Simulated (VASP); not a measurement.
# TeW (Fm-3m) in VASP: a series of runs

Runs on TeW. Level: PBE. Tasks: single point.

Everything below comes from runs of VASP 6.6.1. Logs are shortened: lines on timing, memory, paths and dates and some standing lists are left out, and cuts for length are marked.

## 1. The cell of the first run

It takes space group Fm-3m (No. 225, cubic). The conventional cell has a = 5.664 Å, b = 5.664 Å, c = 5.664 Å, α = 90.00°, β = 90.00°, γ = 90.00°. Within 3.7 Å of W (site symmetry m-3m) lie 6 Te at 2.83 Å. Te (site symmetry m-3m) has 6 W at 2.83 Å within 3.7 Å.

## 2. Single point, PBE, collinear spin, ferromagnetic start

The input, INCAR:

```
PREC     = Accurate       # precision mode
ENCUT    = 520            # plane-wave cutoff, eV
EDIFF    = 1E-6           # SCF threshold, eV
ISMEAR   = 0              # smearing method
SIGMA    = 0.1            # smearing width, eV
LREAL    = F              # projectors in reciprocal space
LASPH    = T              # aspherical terms in the spheres
NELM     = 150            # most SCF steps
ALGO     = Normal         # electronic algorithm
ISIF     = 2              # what is computed and relaxed
LWAVE    = F              # write WAVECAR
LCHARG   = T              # write CHGCAR
ISPIN    = 2              # spin polarisation
MAGMOM   = 1.81 0         # initial moments
LORBIT   = 11             # projections on sites
LMAXMIX  = 4              # l up to which the mixer works
GGA      = PE             # functional
LELF     = T              # ELF
LVHAR    = T            
NBANDS   = 21             # bands
```

The input, KPOINTS:

```
regular mesh
0
Gamma
  14 14 14
```

The input, POSCAR:

```
TeW
1.0
    0.0000000000      2.8320154625      2.8320154625
    2.8320154625      0.0000000000      2.8320154625
    2.8320154625      2.8320154625      0.0000000000
W Te
1 1
Direct
    0.0000000000      0.0000000000      0.0000000000
    0.5000000000      0.5000000000      0.5000000000
```

Potentials or basis: VASP PAW PBE potentials, release 64 (W_sv, Te).

Launch:

```sh
$ cat potpaw_PBE.64/W_sv/POTCAR potpaw_PBE.64/Te/POTCAR > POTCAR
$ mpirun -np 1 vasp_std > vasp.out
```

OUTCAR:

```text
PREC = Accurate
   ENCUT = 520
   EDIFF = 1E-6
   ISMEAR = 0
   LREAL = F
   LASPH = T
   NELM = 150
   ISIF = 2
   ISPIN = 2
   LORBIT = 11
   GGA = PE

 ion  position               nearest neighbor table
   1  0.000  0.000  0.000-   2 2.83   2 2.83   2 2.83   2 2.83   2 2.83   2 2.83
   2  0.500  0.500  0.500-   1 2.83   1 2.83   1 2.83   1 2.83   1 2.83   1 2.83

  LATTYP: Found a face centered cubic cell.
 ALAT       =     5.6640309250

  Lattice vectors:

 A1 = (   0.0000000000,   2.8320154625,   2.8320154625)
 A2 = (   2.8320154625,   0.0000000000,   2.8320154625)
 A3 = (   2.8320154625,   2.8320154625,   0.0000000000)

Analysis of symmetry for initial positions (statically):
[... 25 lines left out ...]
The dynamic configuration has the point symmetry O_h .

Analysis of structural, dynamic, and magnetic symmetry:
=====================================================================
 Subroutine PRICEL returns:
[... 7 lines left out ...]
 out of a pool of 48 trial point group operations.

The overall configuration has the point symmetry O_h .

 Subroutine INISYM returns: Found 48 space group operations
[... 5 lines left out ...]
                                     Primitive cell

  volume of cell :      45.4273

  direct lattice vectors                    reciprocal lattice vectors
     0.000000000  2.832015462  2.832015462    -0.176552708  0.176552708  0.176552708
     2.832015462  0.000000000  2.832015462     0.176552708 -0.176552708  0.176552708
     2.832015462  2.832015462  0.000000000     0.176552708  0.176552708 -0.176552708

  length of vectors
     4.005074676  4.005074676  4.005074676     0.305798261  0.305798261  0.305798261

  position of ions in fractional coordinates (direct lattice)
     0.000000000  0.000000000  0.000000000
     0.500000000  0.500000000  0.500000000

  ion indices of the primitive-cell ions
   primitive index   ion index
                 1           1
                 2           2

----------------------------------------------------------------------------------------

 KPOINTS: regular mesh

Automatic generation of k-mesh.
 Grid dimensions read from file:
 generate k-points for:   14   14   14

 Generating k-lattice:

  Cartesian coordinates                     Fractional coordinates (reciprocal lattice)
    -0.012610908  0.012610908  0.012610908     0.071428571  0.000000000  0.000000000
     0.012610908 -0.012610908  0.012610908     0.000000000  0.071428571  0.000000000
[... 75 lines left out ...]
   IALGO  =     38    algorithm
   IMIX   =      4    mixing-type and parameters
     AMIX     =   0.40;   BMIX     =  1.00
     AMIX_MAG =   1.60;   BMIX_MAG =  1.00
  volume/ion in A,a.u.               =      22.71       153.28
  Fermi-wavevector in a.u.,A,eV,Ry     =   1.245411  2.353485 21.103282  1.551047
  Thomas-Fermi vector in A             =   2.379634
   LORBIT       =     11    0 simple, 1 ext, 2 COOP (PROOUT), +10 PAW based schemes
   GGA     = PE    functional components
   LHFCALC =     F    Hartree Fock is set to
   AEXX    =    0.0000 exact exchange contribution
   IVDW    =     0    specifies the selected vdW correction
   LEPSILON=     F    determine dielectric tensor
   LRPA    =     F    only Hartree local field effects (RPA)
 spin polarized calculation
 Gauss-broadening in eV      SIGMA  =   0.10
  energy-cutoff  :      520.00
  volume of cell :       45.43
 maximum number of plane-waves:      1243
 NGX is ok and might be reduce to    30
   NGX = 15   NGY = 15   NGZ = 15

 number of electron      19.9999998 magnetization       2.2461858

 Free energy of the ion-electron system (eV)
  ---------------------------------------------------
  ext. energy  EPLUGINS =         0.00000000
  ---------------------------------------------------
  free energy    TOTEN  =       -13.21140800 eV

  energy without entropy =      -13.20024920  energy(sigma->0) =      -13.20582860

 E-fermi :   9.4463     XC(G=0): -11.2099

 val. band max:        9.4412178158   @ k =   0.0714   0.0000   0.0000
 cond. band min:       9.4516159513   @ k =   0.4286   0.4286   0.0000
 fundamental gap:      0.0103981355
 Fermi energy:         9.4463370059

 spin component 1

 k-point     1 :       0.0000    0.0000    0.0000
  band No.  band energies     occupation
      1     -65.0777      1.00000
      2     -29.4536      1.00000
      3     -29.4536      1.00000
      4     -29.4536      1.00000
      5      -4.6803      1.00000
      6       7.3319      1.00000
[... 565 lines left out ...]
     20      22.1614      0.00000
     21      22.9556      0.00000

 [... further k-points ...]

 spin component 2

 k-point     1 :       0.0000    0.0000    0.0000
  band No.  band energies     occupation
      1     -64.2822      1.00000
      2     -28.3739      1.00000
      3     -28.3739      1.00000
      4     -28.3739      1.00000
      5      -4.5104      1.00000
      6       8.0699      1.00000
[... 565 lines left out ...]
     20      22.6549      0.00000
     21      23.4071      0.00000

 [... further k-points ...]

------------------------ aborting loop because EDIFF is reached ----------------------------------------

  FORCE on cell =-STRESS in cart. coord.  units (eV):
  Direction    XX          YY          ZZ          XY          YZ          ZX
  --------------------------------------------------------------------------------------
  -------------------------------------------------------------------------------------
  Total       -0.0117361     -0.0117361     -0.0117361      0.0000000      0.0000000      0.0000000
  in kB       -0.4139202     -0.4139202     -0.4139202      0.0000000      0.0000000      0.0000000
  external PRESSURE =      -0.4139202 kB  Pullay stress =       0.0000000 kB

 VOLUME and BASIS-vectors are now :
 -----------------------------------------------------------------------------
  energy-cutoff  :      520.00
  volume of cell :       45.43
      direct lattice vectors                 reciprocal lattice vectors
     0.000000000  2.832015462  2.832015462    -0.176552708  0.176552708  0.176552708
     2.832015462  0.000000000  2.832015462     0.176552708 -0.176552708  0.176552708
     2.832015462  2.832015462  0.000000000     0.176552708  0.176552708 -0.176552708

 POSITION                                       TOTAL-FORCE (eV/Angst)
 -----------------------------------------------------------------------------------
      0.00000      0.00000      0.00000        -0.000000      0.000000     -0.000000
      2.83202      2.83202      2.83202         0.000000      0.000000      0.000000
 -----------------------------------------------------------------------------------
    total drift:                               -0.000000      0.000000      0.000000

  FREE ENERGIE OF THE ION-ELECTRON SYSTEM (eV)
  ---------------------------------------------------
  free  energy   TOTEN  =       -13.2114080040 eV

  energy  without entropy=      -13.2002491997  energy(sigma->0) =      -13.20582860

 total charge

# of ion       s       p       d       tot
------------------------------------------
    1        2.332   6.108   3.460  11.900
    2        1.330   1.987   0.120   3.437
--------------------------------------------------
tot          3.662   8.095   3.581  15.338

 magnetization (x)

# of ion       s       p       d       tot
------------------------------------------
    1        0.114   0.015   1.668   1.797
    2        0.004  -0.067   0.033  -0.030
--------------------------------------------------
tot          0.118  -0.053   1.701   1.767
```

OSZICAR:

```text
N       E                     dE             d eps       ncg     rms          rms(c)
DAV:   1     0.146637431308E+03    0.14664E+03   -0.90505E+03  8736   0.911E+02
DAV:   2    -0.768527795195E+01   -0.15432E+03   -0.14912E+03  9852   0.273E+02
DAV:   3    -0.132939052942E+02   -0.56086E+01   -0.55172E+01 10419   0.483E+01
DAV:   4    -0.133576874685E+02   -0.63782E-01   -0.63752E-01  9839   0.564E+00
DAV:   5    -0.133588713576E+02   -0.11839E-02   -0.11839E-02 10264   0.782E-01    0.132E+01
DAV:   6    -0.131842733319E+02    0.17460E+00   -0.11207E+00  9516   0.656E+00    0.586E+00
DAV:   7    -0.132052466450E+02   -0.20973E-01   -0.53557E-02  9606   0.159E+00    0.334E+00
DAV:   8    -0.132116386665E+02   -0.63920E-02   -0.21026E-02  9731   0.920E-01    0.161E+00
DAV:   9    -0.132113003762E+02    0.33829E-03   -0.36000E-03  9990   0.344E-01    0.307E-01
DAV:  10    -0.132114305420E+02   -0.13017E-03   -0.40560E-04  9721   0.138E-01    0.146E-01
DAV:  11    -0.132114025458E+02    0.27996E-04   -0.22524E-04  9642   0.100E-01    0.432E-02
DAV:  12    -0.132114100171E+02   -0.74713E-05   -0.20780E-05  9921   0.312E-02    0.178E-02
DAV:  13    -0.132114089052E+02    0.11120E-05   -0.15448E-06  7891   0.882E-03    0.985E-03
DAV:  14    -0.132114080040E+02    0.90112E-06   -0.18923E-06  8156   0.958E-03
   1 F= -.13211408E+02 E0= -.13205829E+02  d E =-.111588E-01  mag=     2.2459
```

Run time: 79 s. Hardware: 1 thread of Intel Xeon 6975P-C (Granite Rapids), shared host; peak memory 0.29 GiB.

Results:

| Property | Result |
| --- | --- |
| Free energy | -13.2114 eV |
| Pressure | 0.0 GPa |
| Net moment | 2.25 μB per cell |
| Site moments | W +1.80; Te -0.03 μB |
| Valence electrons inside the program's atomic spheres | W 11.90; Te 3.44 |

Caveat: spin-orbit coupling is left out, which moves the levels of the heavy elements.

## 3. Single point, PBE, collinear spin, ferromagnetic start

The input, INCAR:

```
ALGO = Normal ; EDIFF = 1E-7
ENCUT = 520 ; GGA = PE
ISIF = 2 ; ISMEAR = 0
ISPIN = 2 ; LASPH = True
LCHARG = False ; LMAXMIX = 4
LORBIT = 11 ; LREAL = False
LWAVE = False ; MAGMOM = 1 0
NBANDS = 21 ; NELM = 150
PREC = Accurate ; SIGMA = 0.1
```

The input, KPOINTS:

```
k-points
0
Gamma
  14 14 14
```

POSCAR is that of step 2.

Potentials or basis: VASP PAW PBE potentials, release 64 (W_sv, Te).

Launch:

```sh
$ cat potpaw_PBE.64/W_sv/POTCAR potpaw_PBE.64/Te/POTCAR > POTCAR
$ mpirun -np 1 vasp_std > vasp.out
```

It took 94 s on 1 thread of Intel Xeon 6975P-C (Granite Rapids), shared host; peak memory 0.29 GiB.

The run converged. Its results:

* Free energy: -13.2114 eV
* Pressure: 0.0 GPa
* Net moment: 2.25 μB per cell
* Site moments: W +1.80; Te -0.03 μB
* Valence electrons inside the program's atomic spheres: W 11.90; Te 3.44

Levels at points of the mesh, in eV from the Fermi level:
Spin up:
| k point | band 7 | band 8 | band 9 | band 10 | band 11 | band 12 | band 13 | band 14 | band 15 | band 16 |
| --- | --- | --- | --- | --- | --- | --- | --- | --- | --- | --- |
| (0.00, 0.00, 0.00) | -2.11 | -2.11 | -1.69 | -1.69 | -1.44 | -1.44 | -1.44 | 1.98 | 6.45 | 10.21 |
| (0.50, 0.00, 0.00) | -4.89 | -4.89 | -0.63 | -0.63 | -0.45 | 2.16 | 4.54 | 4.54 | 4.68 | 4.68 |
| (0.50, 0.50, 0.00) | -3.40 | -3.34 | -3.34 | -0.99 | -0.97 | -0.07 | -0.07 | 1.79 | 8.34 | 10.21 |
Spin down:
| k point | band 6 | band 7 | band 8 | band 9 | band 10 | band 11 | band 12 | band 13 |
| --- | --- | --- | --- | --- | --- | --- | --- | --- |
| (0.00, 0.00, 0.00) | -1.38 | -1.38 | -1.38 | -0.85 | -0.85 | -0.85 | -0.62 | -0.62 |
| (0.50, 0.00, 0.00) | -7.29 | -4.35 | -4.35 | 0.85 | 0.85 | 1.00 | 2.52 | 5.10 |
| (0.50, 0.50, 0.00) | -5.68 | -3.18 | -3.18 | -2.35 | 0.09 | 0.16 | 1.53 | 1.53 |

Caveat: spin-orbit coupling is left out, which moves the levels of the heavy elements.

## 4. Single point, PBE, collinear spin, ferromagnetic start

The input, INCAR:

```
PREC     = Accurate       # precision mode
ENCUT    = 520            # plane-wave cutoff, eV
EDIFF    = 1E-6           # SCF threshold, eV
ISMEAR   = 0              # smearing method
SIGMA    = 0.1            # smearing width, eV
LREAL    = False          # projectors in reciprocal space
LASPH    = True           # aspherical terms in the spheres
NELM     = 150            # most SCF steps
ALGO     = Normal         # electronic algorithm
ISIF     = 2              # what is computed and relaxed
LWAVE    = False          # write WAVECAR
LCHARG   = False          # write CHGCAR
ISPIN    = 2              # spin polarisation
MAGMOM   = 2.5 0          # initial moments
LORBIT   = 11             # projections on sites
LMAXMIX  = 4              # l up to which the mixer works
GGA      = PE             # functional
NBANDS   = 21             # bands
```

The input, KPOINTS:

```
Automatic mesh
0
Gamma
  14 14 14
```

POSCAR is that of step 3.

Launch:

```sh
$ cat potpaw_PBE.64/W_sv/POTCAR potpaw_PBE.64/Te/POTCAR > POTCAR
$ mpirun -np 1 vasp_std > vasp.out
```

Run time: 80 s. Hardware: 1 thread of Intel Xeon 6975P-C (Granite Rapids), shared host; peak memory 0.29 GiB.

The run converged. Its results:

```yaml
Free_energy: -13.2114 eV
Pressure: 0.0 GPa
Net_moment: 2.25 μB per cell
Site_moments: W +1.80; Te -0.03 μB
Valence_electrons_inside_the_program's_atomic_spheres: W 11.90; Te 3.44
```

Levels at points of the mesh, in eV from the Fermi level:
Spin up:
```csv
k point,band 9,band 10,band 11,band 12,band 13,band 14
"(0.00, 0.00, 0.00)",-1.69,-1.69,-1.44,-1.44,-1.44,1.98
"(0.50, 0.00, 0.00)",-0.63,-0.63,-0.45,2.16,4.54,4.54
"(0.50, 0.50, 0.00)",-3.34,-0.99,-0.97,-0.07,-0.07,1.79
```
Spin down:
```csv
k point,band 6,band 7,band 8,band 9,band 10,band 11,band 12,band 13
"(0.00, 0.00, 0.00)",-1.38,-1.38,-1.38,-0.85,-0.85,-0.85,-0.62,-0.62
"(0.50, 0.00, 0.00)",-7.29,-4.35,-4.35,0.85,0.85,1.00,2.52,5.10
"(0.50, 0.50, 0.00)",-5.68,-3.18,-3.18,-2.35,0.09,0.16,1.53,1.53
```

Caveat: spin-orbit coupling is left out, which moves the levels of the heavy elements.
